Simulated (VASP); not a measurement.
# ZrSi2 (Cmcm) in VASP: single point with PBE

Aim: the single point of ZrSi2 with PBE.

All numbers are computed with VASP 6.6.1; they aren't measurements. Logs are shortened: lines on timing, memory, paths and dates and some standing lists are left out, and cuts for length are marked.

## (1) The cell of the first run

Symmetry: Cmcm, No. 63, orthorhombic system. Conventional cell: a = 3.761 Å, b = 14.771 Å, c = 3.710 Å, α = 90.00°, β = 90.00°, γ = 90.00°. Zr (site symmetry m2m) has 9 Si at 2.70 to 3.68 Å and 6 Zr at 3.64 to 3.76 Å within 3.8 Å. Within 3.2 Å of Si (site symmetry m2m) lie 8 Si at 2.42 to 2.64 Å and 4 Zr at 2.82 to 2.84 Å. Si (site symmetry m2m) has 4 Si at 2.42 to 2.44 Å and 4 Zr at 2.70 Å within 3.2 Å.

## (2) Single point, PBE

POSCAR

```
ZrSi2
1.0
    3.7608730000      0.0000000000      0.0000000000
    1.8804360000     -7.3852620000      0.0000000000
    0.0000000000      0.0000000000     -3.7103230000
Zr Si
2 4
Direct
    0.1060000000      0.7880000000      0.7500000000
    0.8940000000      0.2120000000      0.2500000000
    0.7500000000      0.5000000000      0.7500000000
    0.2500000000      0.5000000000      0.2500000000
    0.3550000000      0.2900000000      0.7500000000
    0.6450000000      0.7100000000      0.2500000000
```

INCAR.step1

```
SYSTEM = ZrSi2
ALGO = Normal
EDIFF = 1E-6
ENCUT = 520
GGA = PE
ISIF = 2
ISMEAR = 1
LASPH = .TRUE.
LCHARG = .TRUE.
LMAXMIX = 4
LREAL = .FALSE.
LUSENCCL = .FALSE.
LWAVE = .FALSE.
NBANDS = 29
NELM = 60
PREC = Accurate
SIGMA = 0.1483
```

KPOINTS.step1

```
k-points
0
G
  8 8 8
  0 0 0
```

INCAR.step2

```
SYSTEM = ZrSi2
ALGO = Normal
EDIFF = 1E-6
ENCUT = 520
GGA = PE
ICHARG = 11
ISIF = 2
ISMEAR = -5
LASPH = .TRUE.
LCHARG = .FALSE.
LMAXMIX = 4
LORBIT = 11
LREAL = .FALSE.
LUSENCCL = .FALSE.
LWAVE = .FALSE.
NEDOS = 2001
NELM = 60
PREC = Accurate
SIGMA = 0.1483
```

KPOINTS.step2

```
k-points
0
G
  12 12 12
  0 0 0
```

Potentials or basis: VASP PAW PBE potentials, release 64 (Zr_sv, Si).

The run is started by

```console
> cat potpaw_PBE.64/Zr_sv/POTCAR potpaw_PBE.64/Si/POTCAR > POTCAR
> cp INCAR.step1 INCAR
> cp KPOINTS.step1 KPOINTS
> mpirun -np 1 vasp_std > vasp.out
> cp INCAR.step2 INCAR
> cp KPOINTS.step2 KPOINTS
> mpirun -np 1 vasp_std > vasp.out
```

OUTCAR:

```text
SYSTEM = ZrSi2
   EDIFF = 1E-6
   ENCUT = 520
   GGA = PE
   ICHARG = 11
   ISIF = 2
   ISMEAR = -5
   LASPH = .TRUE.
   LORBIT = 11
   LREAL = .FALSE.
   NELM = 60
   PREC = Accurate

 ion  position               nearest neighbor table
   1  0.106  0.788  0.750-   6 2.70   6 2.70   6 2.70   6 2.70   4 2.82   4 2.82   3 2.84   3 2.84
                             2 3.64   2 3.64
   2  0.894  0.212  0.250-   5 2.70   5 2.70   5 2.70   5 2.70   3 2.82   3 2.82   4 2.84   4 2.84
                             1 3.64   1 3.64
   3  0.750  0.500  0.750-   6 2.42   6 2.42   5 2.44   5 2.44   4 2.64   4 2.64   4 2.64   4 2.64
                             2 2.82   2 2.82   1 2.84   1 2.84
   4  0.250  0.500  0.250-   5 2.42   5 2.42   6 2.44   6 2.44   3 2.64   3 2.64   3 2.64   3 2.64
                             1 2.82   1 2.82   2 2.84   2 2.84
   5  0.355  0.290  0.750-   4 2.42   4 2.42   3 2.44   3 2.44   2 2.70   2 2.70   2 2.70   2 2.70

   6  0.645  0.710  0.250-   3 2.42   3 2.42   4 2.44   4 2.44   1 2.70   1 2.70   1 2.70   1 2.70

  LATTYP: Found a base centered orthorhombic cell.
 ALAT       =     3.7608730000
 B/A-ratio  =     3.9274189796
 C/A-ratio  =     0.9865589718

  Lattice vectors:

 A1 = (   1.8804370000,   7.3852620000,   0.0000000000)
 A2 = (   1.8804360000,  -7.3852620000,   0.0000000000)
 A3 = (   0.0000000000,   0.0000000000,  -3.7103230000)

Analysis of symmetry for initial positions (statically):
=====================================================================
 Subroutine PRICEL returns:
 Original cell was already a primitive cell.

 Routine SETGRP: Setting up the symmetry group for a
 base centered orthorhombic supercell.

 Subroutine GETGRP returns: Found  8 space group operations
 (whereof  4 operations were pure point group operations)
 out of a pool of  8 trial point group operations.

The static configuration has the point symmetry C_2h.
 The point group associated with its full space group is D_2h.

Analysis of symmetry for dynamics (positions and initial velocities):
=====================================================================
 Subroutine PRICEL returns:
 Original cell was already a primitive cell.

 Routine SETGRP: Setting up the symmetry group for a
 base centered orthorhombic supercell.

 Subroutine GETGRP returns: Found  8 space group operations
 (whereof  4 operations were pure point group operations)
 out of a pool of  8 trial point group operations.

The dynamic configuration has the point symmetry C_2h.
 The point group associated with its full space group is D_2h.

 Subroutine INISYM returns: Found  8 space group operations
 (whereof  4 operations are pure point group operations),
 and found     1 'primitive' translations

----------------------------------------------------------------------------------------

                                     Primitive cell

  volume of cell :     103.0543

  direct lattice vectors                    reciprocal lattice vectors
     3.760873000  0.000000000  0.000000000     0.265895711  0.067702387  0.000000000
     1.880436000 -7.385262000  0.000000000     0.000000000 -0.135404810  0.000000000
     0.000000000  0.000000000 -3.710323000     0.000000000  0.000000000 -0.269518314

  length of vectors
     3.760873000  7.620901151  3.710323000     0.274379559  0.135404810  0.269518314

  position of ions in fractional coordinates (direct lattice)
     0.106000000  0.788000000  0.750000000
     0.894000000  0.212000000  0.250000000
     0.750000000  0.500000000  0.750000000
     0.250000000  0.500000000  0.250000000
     0.355000000  0.290000000  0.750000000
     0.645000000  0.710000000  0.250000000

  ion indices of the primitive-cell ions
   primitive index   ion index
                 1           1
                 2           2
                 3           3
                 4           4
                 5           5
                 6           6

----------------------------------------------------------------------------------------

 KPOINTS: k-points

Automatic generation of k-mesh.
 Grid dimensions read from file:
 generate k-points for:   12   12   12

 Generating k-lattice:

  Cartesian coordinates                     Fractional coordinates (reciprocal lattice)
     0.022157976  0.005641866  0.000000000     0.083333333 -0.000000000  0.000000000
     0.000000000 -0.011283734  0.000000000     0.000000000  0.083333333  0.000000000
     0.000000000  0.000000000 -0.022459860     0.000000000  0.000000000  0.083333333

  Length of vectors
     0.022864963  0.011283734  0.022459860

  Shift w.r.t. Gamma in fractional coordinates (k-lattice)
     0.000000000  0.000000000  0.000000000

 TETIRR: Found   4392 inequivalent tetrahedra from    10368

 Subroutine IBZKPT returns following result:
 ===========================================

 Found    301 irreducible k-points:

 Following reciprocal coordinates:
            Coordinates               Weight
  0.000000  0.000000  0.000000      1.000000
  0.083333  0.000000  0.000000      4.000000
  0.166667  0.000000  0.000000      4.000000
  0.250000  0.000000  0.000000      4.000000
  0.333333  0.000000  0.000000      4.000000
  0.416667  0.000000  0.000000      4.000000
[... 16 lines left out ...]
 -0.416667  0.166667  0.000000      4.000000
 -0.333333  0.166667  0.000000      4.000000
 [... further k-points ...]
   k-points           NKPTS =    301   k-points in BZ     NKDIM =    301   number of bands    NBANDS=     24
   number of dos      NEDOS =   2001   number of ions     NIONS =      6
   total plane-waves  NPLWV =  47040
   dimension x,y,z NGX =    28 NGY =   60 NGZ =   28
   dimension x,y,z NGXF=    56 NGYF=  120 NGZF=   56
   ions per type =               2   4
   NGX,Y,Z   is equivalent  to a cutoff of  12.38, 13.09, 12.55 a.u.
   NGXF,Y,Z  is equivalent  to a cutoff of  24.75, 26.18, 25.09 a.u.
 SYSTEM =  ZrSi2
   PREC   = accura    normal or accurate (medium, high low for compatibility)
   ISTART =      0    job   : 0-new  1-cont  2-samecut
   ICHARG =     11    charge: 1-file 2-atom 10-const
   ISPIN  =      1    spin polarized calculation?
   LNONCOLLINEAR =      F non collinear calculations
   LSORBIT =      F    spin-orbit coupling
   LASPH  =      T    aspherical Exc in radial PAW
   ENCUT  =  520.0 eV  38.22 Ry    6.18 a.u.   6.99 14.17  6.90*2*pi/ulx,y,z
   NELM   =     60;   NELMIN=  2; NELMDL=  0     # of ELM steps
   EDIFF  = 0.1E-05   stopping-criterion for ELM
   LREAL  =      F    real-space projection
   EDIFFG = 0.1E-04   stopping-criterion for IOM
   NSW    =      0    number of steps for IOM
   IBRION =     -1    ionic relax: 0-MD 1-quasi-New 2-CG
   NFREE  =      0    steps in history (QN), initial steepest desc. (CG)
   ISIF   =      2    stress and relaxation
   ISYM   =      2    0-nonsym 1-usesym 2-fastsym
   POTIM  = 0.5000    time-step for ionic-motion
   TEBEG  =    0.0;   TEEND  =   0.0 temperature during run
   PSTRESS=    0.0 pullay stress
   NELECT =      40.0000    total number of electrons
   NUPDOWN=      -1.0000    fix difference up-down
   EMIN   =  10.00;   EMAX   =-10.00  energy-range for DOS
   EFERMI =   0.00;   METHOD = LEGACY
   ISMEAR =    -5;   SIGMA  =   0.15  broadening in eV -4-tet -1-fermi 0-gaus
   EFERMI_NEDOS =   21; number of points for ismear=-14 and -15
   IALGO  =     38    algorithm
   IMIX   =      4    mixing-type and parameters
     AMIX     =   0.40;   BMIX     =  1.00
     AMIX_MAG =   1.60;   BMIX_MAG =  1.00
  volume/ion in A,a.u.               =      17.18       115.91
  Fermi-wavevector in a.u.,A,eV,Ry     =   1.194188  2.256688 19.403067  1.426085
  Thomas-Fermi vector in A             =   2.330184
   LORBIT       =     11    0 simple, 1 ext, 2 COOP (PROOUT), +10 PAW based schemes
   GGA     = PE    functional components
   LHFCALC =     F    Hartree Fock is set to
   AEXX    =    0.0000 exact exchange contribution
   IVDW    =     0    specifies the selected vdW correction
   LEPSILON=     F    determine dielectric tensor
   LRPA    =     F    only Hartree local field effects (RPA)
 non-spin polarized calculation
 Fermi weights with tetrahedron method with Bloechl corrections
  energy-cutoff  :      520.00
  volume of cell :      103.05
 maximum number of plane-waves:      2793

 number of electron      39.9999999 magnetization

 Free energy of the ion-electron system (eV)
  ---------------------------------------------------
  ext. energy  EPLUGINS =         0.00000000
  ---------------------------------------------------
  free energy    TOTEN  =       -38.07142895 eV

  energy without entropy =      -38.07142895  energy(sigma->0) =      -38.07142895

 E-fermi :   9.6819     XC(G=0): -10.9754

 val. band max:        9.7392536264   @ k =  -0.4167   0.2500   0.5000
 cond. band min:       9.4878419420   @ k =   0.5000   0.0000   0.0000
 fundamental gap:     -0.2514116844
 Fermi energy:         9.6818537927

 k-point     1 :       0.0000    0.0000    0.0000
  band No.  band energies     occupation
      1     -39.1468      2.00000
      2     -39.1375      2.00000
      3     -17.3485      2.00000
      4     -17.2254      2.00000
      5     -17.2123      2.00000
      6     -17.2020      2.00000
[... 16 lines left out ...]
     23      10.7550      0.00000
     24      11.0312      0.00000

 k-point     2 :       0.0833    0.0000    0.0000
  band No.  band energies     occupation
      1     -39.1462      2.00000
      2     -39.1370      2.00000
      3     -17.3467      2.00000
      4     -17.2258      2.00000
      5     -17.2226      2.00000
      6     -17.2113      2.00000
[... 586 lines left out ...]
 k-point    24 :      -0.3333    0.1667    0.0000
  band No.  band energies     occupation
      1     -39.1410      2.00000
      2     -39.1322      2.00000
      3     -17.3317      2.00000
      4     -17.3208      2.00000
      5     -17.3115      2.00000
      6     -17.2243      2.00000
[... 16 lines left out ...]
     23      10.0319      0.00000
     24      11.1398      0.00000

 [... further k-points ...]

------------------------ aborting loop because EDIFF is reached ----------------------------------------

  FORCE on cell =-STRESS in cart. coord.  units (eV):
  Direction    XX          YY          ZZ          XY          YZ          ZX
  --------------------------------------------------------------------------------------
  -------------------------------------------------------------------------------------
  Total        6.0202112      2.1124167      6.6734515      0.0000001      0.0000000      0.0000000
  in kB       93.5957253     32.8415675    103.7515980      0.0000022      0.0000000      0.0000000
  external PRESSURE =      76.7296303 kB  Pullay stress =       0.0000000 kB

 VOLUME and BASIS-vectors are now :
 -----------------------------------------------------------------------------
  energy-cutoff  :      520.00
  volume of cell :      103.05
      direct lattice vectors                 reciprocal lattice vectors
     3.760873000  0.000000000  0.000000000     0.265895711  0.067702387  0.000000000
     1.880436000 -7.385262000  0.000000000     0.000000000 -0.135404810  0.000000000
     0.000000000  0.000000000 -3.710323000     0.000000000  0.000000000 -0.269518314

 POSITION                                       TOTAL-FORCE (eV/Angst)
 -----------------------------------------------------------------------------------
      1.88044     -5.81959     -2.78274        -0.000000     -0.268900     -0.000000
      3.76087     -1.56568     -0.92758         0.000000      0.268900     -0.000000
      3.76087     -3.69263     -2.78274         0.000000      0.018607     -0.000000
      1.88044     -3.69263     -0.92758        -0.000000     -0.018607     -0.000000
      1.88044     -2.14173     -2.78274         0.000000      2.547964      0.000000
      3.76087     -5.24354     -0.92758        -0.000000     -2.547964      0.000000
 -----------------------------------------------------------------------------------
    total drift:                                0.000000      0.000000     -0.000000

  FREE ENERGIE OF THE ION-ELECTRON SYSTEM (eV)
  ---------------------------------------------------
  free  energy   TOTEN  =       -38.0714289496 eV

  energy  without entropy=      -38.0714289496  energy(sigma->0) =      -38.07142895

 total charge

# of ion       s       p       d       tot
------------------------------------------
    1        2.168   5.963   1.782   9.913
    2        2.168   5.963   1.782   9.913
    3        0.739   0.888   0.000   1.626
    4        0.739   0.888   0.000   1.626
    5        0.789   0.900   0.000   1.689
    6        0.789   0.900   0.000   1.689
--------------------------------------------------
tot          7.391  15.501   3.564  26.456
```

It took 11 min on 1 × NVIDIA H100 80GB with 1 thread of Intel Xeon Platinum 8481C at 2.70GHz (Sapphire Rapids), shared host; peak memory 1.7 GiB.

Results:

```
Valence electrons inside the program's atomic spheres : Zr 9.91; Si 1.63, 1.69 (each value once)
```

Levels at points of the mesh, in eV from the Fermi level:
```
           k point  band 16  band 17  band 18  band 19  band 20  band 21  band 22  band 23  band 24
(0.00, 0.00, 0.00)    -2.52    -1.67    -1.42    -1.26    -0.98     0.84     1.04     1.07     1.35
(0.50, 0.00, 0.00)    -3.51    -2.12    -1.36    -0.72    -0.66    -0.33    -0.19     0.89     2.30
(0.00, 0.50, 0.00)    -2.95    -1.77    -1.44    -1.35     0.61     0.73     1.21     1.27     1.32
(0.00, 0.00, 0.50)    -3.92    -2.06    -2.06    -0.67    -0.67    -0.05    -0.05     2.04     2.04
(0.50, 0.00, 0.50)    -5.07    -0.54    -0.54     0.13     0.13     1.18     1.18     1.97     1.97
(0.00, 0.50, 0.50)    -3.63    -1.85    -1.85    -0.91    -0.91    -0.59    -0.59     1.47     1.47
```
